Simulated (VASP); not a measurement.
# Zr3SiO8 (P-42m) in VASP: single point with r2SCAN

Aim: the single point of Zr3SiO8 with r2SCAN.

All numbers are computed with VASP 6.6.1; they aren't measurements. Logs are shortened: lines on timing, memory, paths and dates and some standing lists are left out, and cuts for length are marked.

## 1. The cell of the first run

The typed cell holds 12 atoms: a = 5.028 Å, b = 5.028 Å, c = 5.029 Å, α = 90.00°, β = 90.00°, γ = 90.00°.

## 2. Single point, r2SCAN

Input file POSCAR:

```
Zr3SiO8
1.0
    3.5553125826     -3.5553125826      0.0000000000
    3.5553125826      3.5553125826      0.0000000000
    0.0000000000      0.0000000000      5.0291280170
Si Zr O
1 3 8
Direct
    0.5000000000      0.5000000000      0.0000000000
    0.0000000000      0.0000000000      0.0000000000
    0.0000000000      0.5000000000      0.5000000000
    0.5000000000      0.0000000000      0.5000000000
    0.8050336102      0.1949663898      0.3050709787
    0.1949663898      0.8050336102      0.3050709787
    0.3081348462      0.6918651538      0.8082005604
    0.6918651538      0.3081348462      0.8082005604
    0.8050336102      0.8050336102      0.6949290213
    0.1949663898      0.1949663898      0.6949290213
    0.3081348462      0.3081348462      0.1917994396
    0.6918651538      0.6918651538      0.1917994396
```

Input file INCAR.step1:

```
  PREC = Accurate
  ENCUT = 520
  ISMEAR = 0
  SIGMA = 0.02
  LREAL = F
  LASPH = T
  NELM = 80
  NBANDS = 56
  GGA = PE
  ALGO = Normal
  EDIFF = 1E-4
  LWAVE = T
  LCHARG = F
```

Input file INCAR.step2:

```
  PREC = Accurate
  ENCUT = 520
  EDIFF = 1E-6
  ISMEAR = 0
  SIGMA = 0.02
  LREAL = F
  LASPH = T
  NELM = 80
  ALGO = Normal
  ISIF = 2
  LWAVE = F
  LCHARG = F
  METAGGA = R2SCAN
  LMIXTAU = T
  NBANDS = 56
  ISTART = 1
```

Input file KPOINTS:

```
Automatic mesh
0
Gamma
  6 6 4
```

Potentials or basis: VASP PAW PBE potentials, release 64 (Si, Zr_sv, O).

Command:

```console
cat potpaw_PBE.64/Si/POTCAR potpaw_PBE.64/Zr_sv/POTCAR potpaw_PBE.64/O/POTCAR > POTCAR
cp INCAR.step1 INCAR
mpirun -np 1 vasp_std > vasp.out
cp INCAR.step2 INCAR
mpirun -np 1 vasp_std > vasp.out
```

OUTCAR:

```text
PREC = Accurate
   ENCUT = 520
   EDIFF = 1E-6
   ISMEAR = 0
   LREAL = F
   LASPH = T
   NELM = 80
   ISIF = 2
   METAGGA = R2SCAN
   ISTART = 1

 ion  position               nearest neighbor table
   1  0.500  0.500  0.000-   7 1.67   8 1.67  11 1.67  12 1.67
   2  0.000  0.000  0.000-   5 2.07   6 2.07   9 2.07  10 2.07   7 2.39   8 2.39  11 2.39  12 2.39
                             3 3.56   4 3.56   3 3.56   4 3.56   3 3.56   3 3.56   4 3.56   4 3.56
   3  0.000  0.500  0.500-   5 2.07   6 2.07   9 2.07  10 2.07   7 2.39   8 2.39  11 2.39  12 2.39
                             4 3.56   4 3.56   4 3.56   4 3.56   2 3.56   2 3.56   2 3.56   2 3.56
   4  0.500  0.000  0.500-   5 2.07   6 2.07   9 2.07  10 2.07   7 2.39   8 2.39  11 2.39  12 2.39
                             3 3.56   3 3.56   3 3.56   3 3.56   2 3.56   2 3.56   2 3.56   2 3.56
   5  0.805  0.195  0.305-   3 2.07   4 2.07   2 2.07
   6  0.195  0.805  0.305-   3 2.07   4 2.07   2 2.07
   7  0.308  0.692  0.808-   1 1.67   2 2.39   3 2.39   4 2.39
   8  0.692  0.308  0.808-   1 1.67   2 2.39   3 2.39   4 2.39
   9  0.805  0.805  0.695-   3 2.07   4 2.07   2 2.07
  10  0.195  0.195  0.695-   3 2.07   4 2.07   2 2.07
  11  0.308  0.308  0.192-   1 1.67   2 2.39   3 2.39   4 2.39
  12  0.692  0.692  0.192-   1 1.67   2 2.39   3 2.39   4 2.39

  LATTYP: Found a simple tetragonal cell.
 ALAT       =     5.0279712728
 C/A-ratio  =     1.0002300618

  Lattice vectors:

 A1 = (   3.5553125826,  -3.5553125826,   0.0000000000)
 A2 = (   3.5553125826,   3.5553125826,   0.0000000000)
 A3 = (   0.0000000000,   0.0000000000,   5.0291280170)

Analysis of symmetry for initial positions (statically):
=====================================================================
 Subroutine PRICEL returns:
 Original cell was already a primitive cell.

 Routine SETGRP: Setting up the symmetry group for a
 simple tetragonal supercell.

 Subroutine GETGRP returns: Found  8 space group operations
 (whereof  8 operations were pure point group operations)
 out of a pool of 16 trial point group operations.

The static configuration has the point symmetry D_2d.

Analysis of symmetry for dynamics (positions and initial velocities):
=====================================================================
 Subroutine PRICEL returns:
 Original cell was already a primitive cell.

 Routine SETGRP: Setting up the symmetry group for a
 simple tetragonal supercell.

 Subroutine GETGRP returns: Found  8 space group operations
 (whereof  8 operations were pure point group operations)
 out of a pool of 16 trial point group operations.

The dynamic configuration has the point symmetry D_2d.

 Subroutine INISYM returns: Found  8 space group operations
 (whereof  8 operations are pure point group operations),
 and found     1 'primitive' translations

----------------------------------------------------------------------------------------

                                     Primitive cell

  volume of cell :     127.1388

  direct lattice vectors                    reciprocal lattice vectors
     3.555312583 -3.555312583  0.000000000     0.140634610 -0.140634610  0.000000000
     3.555312583  3.555312583  0.000000000     0.140634610  0.140634610  0.000000000
     0.000000000  0.000000000  5.029128017     0.000000000  0.000000000  0.198841628

  length of vectors
     5.027971273  5.027971273  5.029128017     0.198887373  0.198887373  0.198841628

  position of ions in fractional coordinates (direct lattice)
     0.500000000  0.500000000  0.000000000
     0.000000000  0.000000000  0.000000000
     0.000000000  0.500000000  0.500000000
     0.500000000  0.000000000  0.500000000
     0.805033610  0.194966390  0.305070979
     0.194966390  0.805033610  0.305070979
     0.308134846  0.691865154  0.808200560
     0.691865154  0.308134846  0.808200560
     0.805033610  0.805033610  0.694929021
     0.194966390  0.194966390  0.694929021
     0.308134846  0.308134846  0.191799440
     0.691865154  0.691865154  0.191799440

  ion indices of the primitive-cell ions
   primitive index   ion index
                 1           1
                 2           2
                 3           3
                 4           4
                 5           5
                 6           6
                 7           7
                 8           8
                 9           9
                10          10
                11          11
                12          12

----------------------------------------------------------------------------------------

 KPOINTS: Automatic mesh

Automatic generation of k-mesh.
 Grid dimensions read from file:
 generate k-points for:    6    6    4

 Generating k-lattice:

  Cartesian coordinates                     Fractional coordinates (reciprocal lattice)
     0.023439102 -0.023439102  0.000000000     0.166666667  0.000000000  0.000000000
     0.023439102  0.023439102  0.000000000     0.000000000  0.166666667  0.000000000
     0.000000000  0.000000000  0.049710407     0.000000000  0.000000000  0.250000000

  Length of vectors
     0.033147896  0.033147896  0.049710407

  Shift w.r.t. Gamma in fractional coordinates (k-lattice)
     0.000000000  0.000000000  0.000000000

 Subroutine IBZKPT returns following result:
 ===========================================

 Found     30 irreducible k-points:

 Following reciprocal coordinates:
            Coordinates               Weight
  0.000000  0.000000  0.000000      1.000000
  0.166667  0.000000  0.000000      4.000000
  0.333333  0.000000  0.000000      4.000000
  0.500000  0.000000  0.000000      2.000000
  0.166667  0.166667  0.000000      4.000000
  0.333333  0.166667  0.000000      8.000000
[... 16 lines left out ...]
  0.333333  0.000000  0.500000      4.000000
  0.500000  0.000000  0.500000      2.000000
 [... further k-points ...]
   k-points           NKPTS =     30   k-points in BZ     NKDIM =     30   number of bands    NBANDS=     56
   number of dos      NEDOS =    301   number of ions     NIONS =     12
   total plane-waves  NPLWV =  64000
   dimension x,y,z NGX =    40 NGY =   40 NGZ =   40
   dimension x,y,z NGXF=    80 NGYF=   80 NGZF=   80
   ions per type =               1   3   8
   NGX,Y,Z   is equivalent  to a cutoff of  13.23, 13.23, 13.22 a.u.
   NGXF,Y,Z  is equivalent  to a cutoff of  26.45, 26.45, 26.45 a.u.
 SYSTEM =  unknown system
   PREC   = accura    normal or accurate (medium, high low for compatibility)
   ISTART =      1    job   : 0-new  1-cont  2-samecut
   ICHARG =      0    charge: 1-file 2-atom 10-const
   ISPIN  =      1    spin polarized calculation?
   LNONCOLLINEAR =      F non collinear calculations
   LSORBIT =      F    spin-orbit coupling
   LASPH  =      T    aspherical Exc in radial PAW
   ENCUT  =  520.0 eV  38.22 Ry    6.18 a.u.   9.35  9.35  9.35*2*pi/ulx,y,z
   NELM   =     80;   NELMIN=  2; NELMDL=  0     # of ELM steps
   EDIFF  = 0.1E-05   stopping-criterion for ELM
   LREAL  =      F    real-space projection
   EDIFFG = 0.1E-04   stopping-criterion for IOM
   NSW    =      0    number of steps for IOM
   IBRION =     -1    ionic relax: 0-MD 1-quasi-New 2-CG
   NFREE  =      0    steps in history (QN), initial steepest desc. (CG)
   ISIF   =      2    stress and relaxation
   ISYM   =      2    0-nonsym 1-usesym 2-fastsym
   POTIM  = 0.5000    time-step for ionic-motion
   TEBEG  =    0.0;   TEEND  =   0.0 temperature during run
   PSTRESS=    0.0 pullay stress
   NELECT =      88.0000    total number of electrons
   NUPDOWN=      -1.0000    fix difference up-down
   EMIN   =  10.00;   EMAX   =-10.00  energy-range for DOS
   EFERMI =   0.00;   METHOD = LEGACY
   ISMEAR =     0;   SIGMA  =   0.02  broadening in eV -4-tet -1-fermi 0-gaus
   EFERMI_NEDOS =   21; number of points for ismear=-14 and -15
   IALGO  =     38    algorithm
   IMIX   =      4    mixing-type and parameters
     AMIX     =   0.40;   BMIX     =  1.00
     AMIX_MAG =   1.60;   BMIX_MAG =  1.00
  volume/ion in A,a.u.               =      10.59        71.50
  Fermi-wavevector in a.u.,A,eV,Ry     =   1.448137  2.736582 28.532786  2.097101
  Thomas-Fermi vector in A             =   2.566012
   LORBIT       =      0    0 simple, 1 ext, 2 COOP (PROOUT), +10 PAW based schemes
   METAGGA = R2SCAN    functional components
   LHFCALC =     F    Hartree Fock is set to
   AEXX    =    0.0000 exact exchange contribution
   IVDW    =     0    specifies the selected vdW correction
   LEPSILON=     F    determine dielectric tensor
   LRPA    =     F    only Hartree local field effects (RPA)
 non-spin polarized calculation
 Gauss-broadening in eV      SIGMA  =   0.02
  energy-cutoff  :      520.00
  volume of cell :      127.14
 maximum number of plane-waves:      3450
 NGX is ok and might be reduce to    40
   NGX = 19   NGY = 19   NGZ = 19

 number of electron      88.0000007 magnetization

 Free energy of the ion-electron system (eV)
  ---------------------------------------------------
  ext. energy  EPLUGINS =         0.00000000
  ---------------------------------------------------
  free energy    TOTEN  =      -167.48777126 eV

  energy without entropy =     -167.48777126  energy(sigma->0) =     -167.48777126

 E-fermi :   6.3582     XC(G=0): -12.3520

 val. band max:        6.1022063662   @ k =   0.0000   0.0000   0.5000
 cond. band min:      10.4893966196   @ k =   0.0000   0.0000   0.0000
 fundamental gap:      4.3871902534
 Fermi energy:         6.3582302638

 k-point     1 :       0.0000    0.0000    0.0000
  band No.  band energies     occupation
      1     -43.0636      2.00000
      2     -43.0045      2.00000
      3     -43.0032      2.00000
      4     -20.9202      2.00000
      5     -20.9202      2.00000
      6     -20.9202      2.00000
[... 48 lines left out ...]
     55      13.8225      0.00000
     56      13.8240      0.00000

 k-point     2 :       0.1667    0.0000    0.0000
  band No.  band energies     occupation
      1     -43.0601      2.00000
      2     -43.0071      2.00000
      3     -43.0041      2.00000
      4     -20.8977      2.00000
      5     -20.8976      2.00000
      6     -20.8828      2.00000
[... 48 lines left out ...]
     55      13.7767      0.00000
     56      13.9208      0.00000

 k-point     3 :       0.3333    0.0000    0.0000
  band No.  band energies     occupation
      1     -43.0511      2.00000
      2     -43.0160      2.00000
      3     -43.0041      2.00000
      4     -20.8446      2.00000
      5     -20.8445      2.00000
      6     -20.7771      2.00000
[... 1172 lines left out ...]
 k-point    23 :       0.3333    0.0000    0.5000
  band No.  band energies     occupation
      1     -43.0330      2.00000
      2     -43.0249      2.00000
      3     -43.0131      2.00000
      4     -20.8692      2.00000
      5     -20.8141      2.00000
      6     -20.6252      2.00000
[... 48 lines left out ...]
     55      13.8098      0.00000
     56      13.8265      0.00000

 k-point    24 :       0.5000    0.0000    0.5000
  band No.  band energies     occupation
      1     -43.0249      2.00000
      2     -43.0231      2.00000
      3     -43.0230      2.00000
      4     -20.8858      2.00000
      5     -20.8241      2.00000
      6     -20.5790      2.00000
[... 48 lines left out ...]
     55      13.7267      0.00000
     56      13.9461      0.00000

 [... further k-points ...]

------------------------ aborting loop because EDIFF is reached ----------------------------------------

  FORCE on cell =-STRESS in cart. coord.  units (eV):
  Direction    XX          YY          ZZ          XY          YZ          ZX
  --------------------------------------------------------------------------------------
  -------------------------------------------------------------------------------------
  Total        0.3732994      0.3732994      0.3321991      0.0000000      0.0000000      0.0000000
  in kB        4.7042421      4.7042421      4.1863045      0.0000000      0.0000000      0.0000000
  external PRESSURE =       4.5315962 kB  Pullay stress =       0.0000000 kB

 VOLUME and BASIS-vectors are now :
 -----------------------------------------------------------------------------
  energy-cutoff  :      520.00
  volume of cell :      127.14
      direct lattice vectors                 reciprocal lattice vectors
     3.555312583 -3.555312583  0.000000000     0.140634610 -0.140634610  0.000000000
     3.555312583  3.555312583  0.000000000     0.140634610  0.140634610  0.000000000
     0.000000000  0.000000000  5.029128017     0.000000000  0.000000000  0.198841628

 POSITION                                       TOTAL-FORCE (eV/Angst)
 -----------------------------------------------------------------------------------
      3.55531      0.00000      0.00000        -0.000000      0.000000     -0.000000
      0.00000      0.00000      0.00000        -0.000000      0.000000     -0.000000
      1.77766      1.77766      2.51456        -0.000000      0.000000     -0.000000
      1.77766     -1.77766      2.51456        -0.000000      0.000000     -0.000000
      3.55531     -2.16898      1.53424        -0.000000      0.014077     -0.011750
      3.55531      2.16898      1.53424        -0.000000     -0.014077     -0.011750
      3.55531      1.36428      4.06454        -0.000000      0.039496     -0.027626
      3.55531     -1.36428      4.06454        -0.000000     -0.039496     -0.027626
      5.72429      0.00000      3.49489        -0.014077      0.000000      0.011750
      1.38633      0.00000      3.49489         0.014077      0.000000      0.011750
      2.19103      0.00000      0.96458        -0.039496      0.000000      0.027626
      4.91959      0.00000      0.96458         0.039496      0.000000      0.027626
 -----------------------------------------------------------------------------------
    total drift:                               -0.000000     -0.000000     -0.000000

  FREE ENERGIE OF THE ION-ELECTRON SYSTEM (eV)
  ---------------------------------------------------
  free  energy   TOTEN  =      -167.4877712626 eV

  energy  without entropy=     -167.4877712626  energy(sigma->0) =     -167.48777126
```

Wall time 18 min (1 thread of Intel Xeon 8259CL, shared host); peak memory 0.36 GiB.

What came out:

```yaml
Free_energy: -167.4878 eV
Pressure: 0.5 GPa
Largest_force: 0.048 eV/Å
Band_gap_on_the_k_mesh: 4.39 eV (least direct gap 4.43 eV)
```

Forces in eV/Å, atoms in the order of the input:
```
Si   0.000  0.000  0.000
Zr   0.000  0.000  0.000
Zr   0.000  0.000  0.000
Zr   0.000  0.000  0.000
O    0.000  0.014 -0.012
O    0.000 -0.014 -0.012
O    0.000  0.039 -0.028
O    0.000 -0.039 -0.028
O   -0.014  0.000  0.012
O    0.014  0.000  0.012
O   -0.039  0.000  0.028
O    0.039  0.000  0.028
```

Levels at points of the mesh, in eV from the valence-band top:
```tsv
k point	band 40	band 41	band 42	band 43	band 44	band 45	band 46	band 47	band 48	band 49
(0.00, 0.00, 0.00)	-1.21	-1.21	-0.04	-0.04	-0.04	4.39	4.39	5.67	6.16	6.16
(0.50, 0.00, 0.00)	-1.08	-0.97	-0.97	0.00	0.00	4.58	4.65	5.25	6.09	6.12
(0.50, 0.50, 0.00)	-1.13	-0.93	-0.91	-0.35	-0.35	4.62	4.62	5.25	5.77	6.07
(0.00, 0.00, 0.50)	-1.08	-0.97	-0.97	0.00	0.00	4.58	4.65	5.26	6.09	6.12
(0.50, 0.00, 0.50)	-1.13	-0.93	-0.91	-0.35	-0.35	4.62	4.62	5.25	5.78	6.07
(0.50, 0.50, 0.50)	-1.22	-1.22	-0.49	-0.49	-0.49	4.81	4.81	4.81	5.73	5.73
```

Caveat: the PAW data sets were made with another functional, which shifts forces and pressure a little. A k mesh can miss the band edges.
